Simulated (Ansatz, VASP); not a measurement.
Two plane-wave programs on CdSe

The input INCAR:

```
SYSTEM = CdSe
PREC     = Accurate       ! precision mode
ENCUT    = 520            ! plane-wave cutoff, eV
EDIFF    = 1E-6           ! SCF threshold, eV
ISMEAR   = -1             ! smearing method
SIGMA    = 0.1            ! smearing width, eV
LREAL    = .False.        ! projectors in reciprocal space
LASPH    = .True.         ! aspherical terms in the spheres
NELM     = 100            ! most SCF steps
ALGO     = Normal         ! electronic algorithm
ISIF     = 2              ! what is computed and relaxed
LWAVE    = .False.        ! write WAVECAR
LCHARG   = .False.        ! write CHGCAR
GGA      = PE             ! functional
NBANDS   = 26             ! bands
```

Contents of KPOINTS:

```
regular mesh
0
Gamma
  7 7 4
  0 0 0
```

Contents of POSCAR:

```
CdSe
1.0
    4.3268150000      0.0000000000      0.0000000000
   -2.1634070000      3.7471320000      0.0000000000
    0.0000000000      0.0000000000      7.0637770000
Cd Se
2 2
Direct
    0.3333300000      0.6666700000      0.0000000000
    0.6666600000      0.3333300000      0.5000000000
    0.3333300000      0.6666700000      0.3850000000
    0.6666600000      0.3333300000      0.8850000000
```

Input for Ansatz:

```yaml
crystal:
  lattice:
    - [4.326815, 0.0, 0.0]
    - [-2.163407, 3.747132, 0.0]
    - [0.0, 0.0, 7.063777]
  atoms:
    - { symbol: Cd, position: [0.33333, 0.66667, 0.0] }
    - { symbol: Cd, position: [0.66666, 0.33333, 0.5] }
    - { symbol: Se, position: [0.33333, 0.66667, 0.385] }
    - { symbol: Se, position: [0.66666, 0.33333, 0.885] }
  symmetry: { tolerance: 0.0003 }
kpoints:
  mp_grid: { grid: [7, 7, 4], shift: [0, 0, 0] }
  band_path:
    path:
      - [0.0, 0.0, 0.0]
      - [0.5, 0.0, 0.0]
      - [0.33333333, 0.33333333, 0.0]
      - [0.0, 0.0, 0.0]
      - [0.0, 0.0, 0.5]
      - [0.5, 0.0, 0.5]
      - [0.33333333, 0.33333333, 0.5]
      - [0.0, 0.0, 0.5]
      - [0.5, 0.0, 0.5]
      - [0.5, 0.0, 0.0]
      - [0.33333333, 0.33333333, 0.5]
    npoints: 6
magnetization:
  spin_polarized: false
scf:
  occupations: { method: fermi_dirac }
  lower_state_search: "off"
  max_iter: 200
hamiltonian:
  pseudopotentials: { kind: paw }
  xc: pbe
basis:
  ecutwfc: 420
  fft_grid_basis: typed
output:
  forces: true
  stress: true
  eigenvalues: true
  bader: true
  populations: true
  elf: true
  write_potential: true
  volumetric_format: npy
  dos:
    e_range: [-12, 8]
    de: 0.05
    projected: { site_lists: { Cd: [Cd], Se: [Se] } }
checkpoint:
  read: saved_state
```

Alike in both runs: task single point; functional PBE; k mesh 7 × 7 × 4; no spin polarisation.

```csv
,VASP,Ansatz
version,VASP 6.6.1,Ansatz 0.2.0
potentials or method,"VASP PAW PBE potentials, release 64 (Cd, Se), cutoff 520 eV",PAW plane waves
occupations,"fermi-dirac, width 0.1 eV",fermi-dirac
valence electrons in the cell,36,72
```

|  | VASP | Ansatz | Ansatz less VASP |
| --- | --- | --- | --- |
| pressure (GPa) | 2.3 | 2.0 | -0.29 |
| traceless stress, the component that is largest in VASP (GPa) | -1.25 | -1.20 | +0.050 |
| rms of the force components (eV/Å) | 0.157 | 0.152 | -0.0051 |

Atom by atom the forces differ by 0.005 eV/Å (rms over components). VASP's potentials hold 36 valence electrons a cell and Ansatz's 72, so a difference there can come from the potentials and not from the codes. Ansatz's warnings: structure snapped to symmetry.
